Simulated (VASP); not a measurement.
# LiH (Fm-3m) in VASP: notebook

LiH is run at these levels: PBE0; tasks: single point.

Program: VASP 6.6.1. These are calculated values, not measurements. Logs are shortened: lines on timing, memory, paths and dates and some standing lists are left out, and cuts for length are marked.

**1. The cell of the first run**

Symmetry: Fm-3m, No. 225, cubic system. Conventional cell: a = 4.018 Å, b = 4.018 Å, c = 4.018 Å, α = 90.00°, β = 90.00°, γ = 90.00°. Within 2.7 Å of Li (site symmetry m-3m) lie 6 H at 2.01 Å. Within 2.7 Å of H (site symmetry m-3m) lie 6 Li at 2.01 Å.

**2. Single point, PBE0**

The input, POSCAR:

```
LiH
1.0
    0.0000000000      2.0092229770      2.0092229770
    2.0092229770      0.0000000000      2.0092229770
    2.0092229770      2.0092229770      0.0000000000
Li H
1 1
Direct
    0.0000000000      0.0000000000      0.0000000000
    0.5000000000      0.5000000000      0.5000000000
```

The input, INCAR.step1:

```
SYSTEM = LiH
PREC = Accurate
ENCUT = 520
EDIFF = 1E-5
ISMEAR = -1
SIGMA = 0.05
LREAL = .FALSE.
LASPH = .TRUE.
NELM = 100
ALGO = Normal
ISIF = 2
LWAVE = .TRUE.
LCHARG = .FALSE.
GGA = PE
NBANDS = 9
```

The input, INCAR.step2:

```
SYSTEM = LiH
PREC = Accurate
ENCUT = 520
EDIFF = 1E-6
ISMEAR = -1
SIGMA = 0.05
LREAL = .FALSE.
LASPH = .TRUE.
NELM = 100
ALGO = Normal
ISIF = 2
LWAVE = .FALSE.
LCHARG = .FALSE.
GGA = PE
LHFCALC = .TRUE.
AEXX = 0.25
PRECFOCK = Normal
ISTART = 1
NBANDS = 9
```

The input, KPOINTS:

```
regular mesh
0
G
  6 6 6
  0 0 0
```

Potentials or basis: VASP PAW PBE potentials, release 64 (Li_sv, H).

On the command line:

```console
$ cat potpaw_PBE.64/Li_sv/POTCAR potpaw_PBE.64/H/POTCAR > POTCAR
$ cp INCAR.step1 INCAR
$ mpirun -np 1 vasp_std > vasp.out
$ cp INCAR.step2 INCAR
$ mpirun -np 1 vasp_std > vasp.out
```

OUTCAR:

```text
SYSTEM = LiH
   PREC = Accurate
   ENCUT = 520
   EDIFF = 1E-6
   ISMEAR = -1
   LREAL = .FALSE.
   LASPH = .TRUE.
   NELM = 100
   ISIF = 2
   GGA = PE
   LHFCALC = .TRUE.
   AEXX = 0.25
   PRECFOCK = Normal
   ISTART = 1

 ion  position               nearest neighbor table
   1  0.000  0.000  0.000-
   2  0.500  0.500  0.500-

  LATTYP: Found a face centered cubic cell.
 ALAT       =     4.0184459540

  Lattice vectors:

 A1 = (   0.0000000000,   2.0092229770,   2.0092229770)
 A2 = (   2.0092229770,   0.0000000000,   2.0092229770)
 A3 = (   2.0092229770,   2.0092229770,   0.0000000000)

Analysis of symmetry for initial positions (statically):
=====================================================================
 Subroutine PRICEL returns:
 Original cell was already a primitive cell.

 Routine SETGRP: Setting up the symmetry group for a
 face centered cubic supercell.

 Subroutine GETGRP returns: Found 48 space group operations
 (whereof 48 operations were pure point group operations)
 out of a pool of 48 trial point group operations.

The static configuration has the point symmetry O_h .

Analysis of symmetry for dynamics (positions and initial velocities):
=====================================================================
 Subroutine PRICEL returns:
 Original cell was already a primitive cell.

 Routine SETGRP: Setting up the symmetry group for a
 face centered cubic supercell.

 Subroutine GETGRP returns: Found 48 space group operations
 (whereof 48 operations were pure point group operations)
 out of a pool of 48 trial point group operations.

The dynamic configuration has the point symmetry O_h .

 Subroutine INISYM returns: Found 48 space group operations
 (whereof 48 operations are pure point group operations),
 and found     1 'primitive' translations

----------------------------------------------------------------------------------------

                                     Primitive cell

  volume of cell :      16.2224

  direct lattice vectors                    reciprocal lattice vectors
     0.000000000  2.009222977  2.009222977    -0.248852420  0.248852420  0.248852420
     2.009222977  0.000000000  2.009222977     0.248852420 -0.248852420  0.248852420
     2.009222977  2.009222977  0.000000000     0.248852420  0.248852420 -0.248852420

  length of vectors
     2.841470384  2.841470384  2.841470384     0.431025035  0.431025035  0.431025035

  position of ions in fractional coordinates (direct lattice)
     0.000000000  0.000000000  0.000000000
     0.500000000  0.500000000  0.500000000

  ion indices of the primitive-cell ions
   primitive index   ion index
                 1           1
                 2           2

----------------------------------------------------------------------------------------

 KPOINTS: regular mesh

Automatic generation of k-mesh.
 Grid dimensions read from file:
 generate k-points for:    6    6    6

 Generating k-lattice:

  Cartesian coordinates                     Fractional coordinates (reciprocal lattice)
    -0.041475403  0.041475403  0.041475403     0.166666667  0.000000000  0.000000000
     0.041475403 -0.041475403  0.041475403     0.000000000  0.166666667  0.000000000
     0.041475403  0.041475403 -0.041475403     0.000000000  0.000000000  0.166666667

  Length of vectors
     0.071837506  0.071837506  0.071837506

  Shift w.r.t. Gamma in fractional coordinates (k-lattice)
     0.000000000  0.000000000  0.000000000

 Subroutine IBZKPT returns following result:
 ===========================================

 Found     16 irreducible k-points:

 Following reciprocal coordinates:
            Coordinates               Weight
  0.000000  0.000000  0.000000      1.000000
  0.166667  0.000000  0.000000      8.000000
  0.333333  0.000000  0.000000      8.000000
  0.500000  0.000000  0.000000      4.000000
  0.166667  0.166667  0.000000      6.000000
  0.333333  0.166667  0.000000     24.000000
[... 8 lines left out ...]
 -0.333333  0.333333  0.166667     24.000000
 -0.333333  0.500000  0.166667     12.000000
   k-points           NKPTS =     16   k-points in BZ     NKDIM =    216   number of bands    NBANDS=      9
   number of dos      NEDOS =    301   number of ions     NIONS =      2
   total plane-waves  NPLWV =  13824
   dimension x,y,z NGX =    24 NGY =   24 NGZ =   24
   dimension x,y,z NGXF=    48 NGYF=   48 NGZF=   48
   ions per type =               1   1
   NGX,Y,Z   is equivalent  to a cutoff of  14.04, 14.04, 14.04 a.u.
   NGXF,Y,Z  is equivalent  to a cutoff of  28.08, 28.08, 28.08 a.u.
 SYSTEM =  LiH
   PREC   = accura    normal or accurate (medium, high low for compatibility)
   ISTART =      1    job   : 0-new  1-cont  2-samecut
   ICHARG =      0    charge: 1-file 2-atom 10-const
   ISPIN  =      1    spin polarized calculation?
   LNONCOLLINEAR =      F non collinear calculations
   LSORBIT =      F    spin-orbit coupling
   LASPH  =      T    aspherical Exc in radial PAW
   ENCUT  =  520.0 eV  38.22 Ry    6.18 a.u.   5.28  5.28  5.28*2*pi/ulx,y,z
   NELM   =    100;   NELMIN=  2; NELMDL=  0     # of ELM steps
   EDIFF  = 0.1E-05   stopping-criterion for ELM
   LREAL  =      F    real-space projection
   EDIFFG = 0.1E-04   stopping-criterion for IOM
   NSW    =      0    number of steps for IOM
   IBRION =     -1    ionic relax: 0-MD 1-quasi-New 2-CG
   NFREE  =      0    steps in history (QN), initial steepest desc. (CG)
   ISIF   =      2    stress and relaxation
   ISYM   =      3    0-nonsym 1-usesym 2-fastsym
   POTIM  = 0.5000    time-step for ionic-motion
   TEBEG  =    0.0;   TEEND  =   0.0 temperature during run
   PSTRESS=    0.0 pullay stress
   NELECT =       4.0000    total number of electrons
   NUPDOWN=      -1.0000    fix difference up-down
   EMIN   =  10.00;   EMAX   =-10.00  energy-range for DOS
   EFERMI =   0.00;   METHOD = LEGACY
   ISMEAR =    -1;   SIGMA  =   0.05  broadening in eV -4-tet -1-fermi 0-gaus
   EFERMI_NEDOS =   21; number of points for ismear=-14 and -15
   IALGO  =     38    algorithm
   IMIX   =      1    mixing-type and parameters
     AMIX     =   0.40;   BMIX     =  1.00
     AMIX_MAG =   1.60;   BMIX_MAG =  1.00
  volume/ion in A,a.u.               =       8.11        54.74
  Fermi-wavevector in a.u.,A,eV,Ry     =   1.026573  1.939943 14.338541  1.053853
  Thomas-Fermi vector in A             =   2.160473
   LORBIT       =      0    0 simple, 1 ext, 2 COOP (PROOUT), +10 PAW based schemes
   GGA     = PE    functional components
   LHFCALC =     T    Hartree Fock is set to
   PRECFOCK=normal    Normal, Fast or Accurate (Low or Medium for compatibility)
   ENCUT4O =  -1.0   cutoff for four orbital integrals eV
   NKREDX  =     1    reduce k-point grid by
   NKREDY  =     1    reduce k-point grid by
   NKREDZ  =     1    reduce k-point grid by
   AEXX    =    0.2500 exact exchange contribution
   HFSCREEN=    0.0000 screening length (either q_TF or 0.3 A-1)
   HFSCREENC=   0.0000 screening length for correlation (either q_TF or 0.3 A-1)
   ENCUTFOCK=  -1.0 apply spherical cutoff to Coloumb kernel
   IVDW    =     0    specifies the selected vdW correction
   LEPSILON=     F    determine dielectric tensor
   LRPA    =     F    only Hartree local field effects (RPA)
 non-spin polarized calculation
  energy-cutoff  :      520.00
  volume of cell :       16.22
 maximum number of plane-waves:       447
 NGX is ok and might be reduce to    24
  NGX = 16; NGY = 16; NGZ = 16

 number of electron       3.9999995 magnetization

 Free energy of the ion-electron system (eV)
  ---------------------------------------------------
  ext. energy  EPLUGINS =         0.00000000
  ---------------------------------------------------
  free energy    TOTEN  =        -7.13964444 eV

  energy without entropy =       -7.13964444  energy(sigma->0) =       -7.13964444

 E-fermi :   0.1153     XC(G=0):  -6.7145

 val. band max:       -1.0157571902   @ k =   0.5000   0.5000   0.0000
 cond. band min:       3.6896938215   @ k =   0.5000   0.5000   0.0000
 fundamental gap:      4.7054510116
 Fermi energy:         0.1152935806

 k-point     1 :       0.0000    0.0000    0.0000
  band No.  band energies     occupation
      1     -48.3569      2.00000
      2      -7.1153      2.00000
      3      17.5966      0.00000
      4      19.1650      0.00000
      5      19.1650      0.00000
      6      19.1650      0.00000
      7      23.7291      0.00000
      8      23.7291      0.00000
      9      23.7291      0.00000

 k-point     2 :       0.1667    0.0000    0.0000
  band No.  band energies     occupation
      1     -48.3447      2.00000
      2      -6.5551      2.00000
      3      13.6570      0.00000
      4      17.3723      0.00000
      5      18.3008      0.00000
      6      18.3008      0.00000
      7      23.6074      0.00000
      8      25.0635      0.00000
      9      25.0635      0.00000

 k-point     3 :       0.3333    0.0000    0.0000
  band No.  band energies     occupation
      1     -48.3196      2.00000
      2      -5.0533      2.00000
      3       8.2192      0.00000
      4      15.6048      0.00000
      5      17.6528      0.00000
      6      17.6528      0.00000
      7      21.8346      0.00000
      8      21.8346      0.00000
      9      26.1997      0.00000

 k-point     4 :       0.5000    0.0000    0.0000
  band No.  band energies     occupation
      1     -48.3070      2.00000
      2      -3.8997      2.00000
      3       5.6736      0.00000
      4      14.9370      0.00000
      5      17.7092      0.00000
      6      17.7092      0.00000
      7      20.3072      0.00000
      8      20.3072      0.00000
      9      28.5458      0.00000

 k-point     5 :       0.1667    0.1667    0.0000
  band No.  band energies     occupation
      1     -48.3408      2.00000
      2      -6.3448      2.00000
      3      14.5012      0.00000
      4      15.8782      0.00000
      5      15.8782      0.00000
      6      19.1399      0.00000
      7      19.7720      0.00000
      8      26.1251      0.00000
      9      28.5202      0.00000

 k-point     6 :       0.3333    0.1667    0.0000
  band No.  band energies     occupation
      1     -48.3204      2.00000
      2      -5.0570      2.00000
      3       9.8620      0.00000
      4      13.3027      0.00000
      5      14.6785      0.00000
      6      18.4514      0.00000
      7      21.3228      0.00000
      8      25.8709      0.00000
      9      27.2734      0.00000
[... 73 lines left out ...]
 k-point    13 :       0.5000    0.5000    0.0000
  band No.  band energies     occupation
      1     -48.2942      2.00000
      2      -1.0158      2.00000
      3       3.6897      0.00000
      4      11.8958      0.00000
      5      11.8958      0.00000
      6      14.9596      0.00000
      7      18.5842      0.00000
      8      36.1707      0.00000
      9      36.1707      0.00000

 k-point    14 :       0.5000    0.3333    0.1667
  band No.  band energies     occupation
      1     -48.3046      2.00000
      2      -3.4732      2.00000
      3       8.0954      0.00000
      4       8.9893      0.00000
      5      14.0173      0.00000
      6      18.5652      0.00000
      7      21.9255      0.00000
      8      26.5465      0.00000
      9      30.5287      0.00000

 k-point    15 :      -0.3333    0.3333    0.1667
  band No.  band energies     occupation
      1     -48.2967      2.00000
      2      -2.1906      2.00000
      3       5.9892      0.00000
      4       7.9982      0.00000
      5      13.5770      0.00000
      6      18.2268      0.00000
      7      25.0652      0.00000
      8      26.8078      0.00000
      9      28.8883      0.00000

 k-point    16 :      -0.3333    0.5000    0.1667
  band No.  band energies     occupation
      1     -48.2936      2.00000
      2      -1.1980      2.00000
      3       4.7712      0.00000
      4       7.9330      0.00000
      5      12.6164      0.00000
      6      18.8461      0.00000
      7      20.9217      0.00000
      8      30.0397      0.00000
      9      30.5919      0.00000

------------------------ aborting loop because EDIFF is reached ----------------------------------------

  FORCE on cell =-STRESS in cart. coord.  units (eV):
  Direction    XX          YY          ZZ          XY          YZ          ZX
  --------------------------------------------------------------------------------------
  -------------------------------------------------------------------------------------
  Total       -0.0994574     -0.0994574     -0.0994574      0.0000000      0.0000000     -0.0000000
  in kB       -9.8227504     -9.8227504     -9.8227504      0.0000000      0.0000000     -0.0000000
  external PRESSURE =      -9.8227504 kB  Pullay stress =       0.0000000 kB

 VOLUME and BASIS-vectors are now :
 -----------------------------------------------------------------------------
  energy-cutoff  :      520.00
  volume of cell :       16.22
      direct lattice vectors                 reciprocal lattice vectors
     0.000000000  2.009222977  2.009222977    -0.248852420  0.248852420  0.248852420
     2.009222977  0.000000000  2.009222977     0.248852420 -0.248852420  0.248852420
     2.009222977  2.009222977  0.000000000     0.248852420  0.248852420 -0.248852420

 POSITION                                       TOTAL-FORCE (eV/Angst)
 -----------------------------------------------------------------------------------
      0.00000      0.00000      0.00000        -0.000000     -0.000000     -0.000000
      2.00922      2.00922      2.00922         0.000000      0.000000      0.000000
 -----------------------------------------------------------------------------------
    total drift:                               -0.000000      0.000000     -0.000000

  FREE ENERGIE OF THE ION-ELECTRON SYSTEM (eV)
  ---------------------------------------------------
  free  energy   TOTEN  =        -7.1396444371 eV

  energy  without entropy=       -7.1396444371  energy(sigma->0) =       -7.13964444
```

Run time: 45 s. Hardware: 1 thread of AMD EPYC 7R13 (Zen 3), shared host; peak memory 0.1 GiB.

Results:

```yaml
Free_energy: -7.1396 eV
Band_gap_on_the_k_mesh: 4.71 eV
```

Caveat: the k points lie up to 0.45 Å⁻¹ apart; the cutoff is under 1.25 times the usual one of these potentials, so pressure, stress and relaxed cells hold a basis-set (Pulay) error; the PAW data sets were made with another functional, which shifts forces and pressure a little. A k mesh can miss the band edges.

**3. Single point, PBE0**

This run uses another cell than the first one, of 8.28 Å³/atom.

The input, POSCAR:

```
LiH
1.0
    0.0000000000      2.0230801250      2.0230801250
    2.0230801250      0.0000000000      2.0230801250
    2.0230801250      2.0230801250      0.0000000000
Li H
1 1
Direct
    0.0000000000      0.0000000000      0.0000000000
    0.5000000000      0.5000000000      0.5000000000
```

The input, INCAR.step1:

```
PREC     = Accurate       # precision mode
ENCUT    = 520            # plane-wave cutoff, eV
EDIFF    = 1E-5           # SCF threshold, eV
ISMEAR   = -1             # smearing method
SIGMA    = 0.05           # smearing width, eV
LREAL    = False          # projectors in reciprocal space
LASPH    = True           # aspherical terms in the spheres
NELM     = 80             # most SCF steps
ALGO     = Normal         # electronic algorithm
ISIF     = 2              # what is computed and relaxed
LWAVE    = True           # write WAVECAR
LCHARG   = False          # write CHGCAR
NBANDS   = 9              # bands
GGA      = PE             # functional
```

The input, INCAR.step2:

```
PREC     = Accurate       # precision mode
ENCUT    = 520            # plane-wave cutoff, eV
EDIFF    = 1E-6           # SCF threshold, eV
ISMEAR   = -1             # smearing method
SIGMA    = 0.05           # smearing width, eV
LREAL    = False          # projectors in reciprocal space
LASPH    = True           # aspherical terms in the spheres
NELM     = 80             # most SCF steps
ALGO     = Normal         # electronic algorithm
ISIF     = 2              # what is computed and relaxed
LWAVE    = False          # write WAVECAR
LCHARG   = False          # write CHGCAR
GGA      = PE             # functional
LHFCALC  = True           # exact exchange
AEXX     = 0.25           # exact-exchange fraction
PRECFOCK = Normal       
NBANDS   = 9              # bands
ISTART   = 1
```

The input, KPOINTS:

```
Automatic mesh
0
Gamma
  6 6 6
```

Potentials or basis: VASP PAW PBE potentials, release 64 (Li_sv, H).

On the command line:

```console
$ cat potpaw_PBE.64/Li_sv/POTCAR potpaw_PBE.64/H/POTCAR > POTCAR
$ cp INCAR.step1 INCAR
$ mpirun -np 1 vasp_std > vasp.out
$ cp INCAR.step2 INCAR
$ mpirun -np 1 vasp_std > vasp.out
```

Run time: 42 s. Hardware: 1 thread of AMD EPYC 7R13 (Zen 3), shared host; peak memory 0.1 GiB.

The run converged. Its results:

```
Free energy            : -7.1374 eV
Band gap on the k mesh : 4.72 eV
```

Levels at points of the mesh, in eV from the valence-band top:
| k point | band 1 | band 2 | band 3 | band 4 | band 5 | band 6 |
| --- | --- | --- | --- | --- | --- | --- |
| (0.00, 0.00, 0.00) | -47.36 | -6.01 | 18.33 | 19.96 | 19.96 | 19.96 |
| (0.50, 0.00, 0.00) | -47.32 | -2.82 | 6.63 | 15.77 | 18.53 | 18.53 |
| (0.50, 0.50, 0.00) | -47.30 | 0.00 | 4.72 | 12.80 | 12.80 | 15.84 |

Caveat: the k points lie up to 0.45 Å⁻¹ apart; the cutoff is under 1.25 times the usual one of these potentials, so pressure, stress and relaxed cells hold a basis-set (Pulay) error; the PAW data sets were made with another functional, which shifts forces and pressure a little.
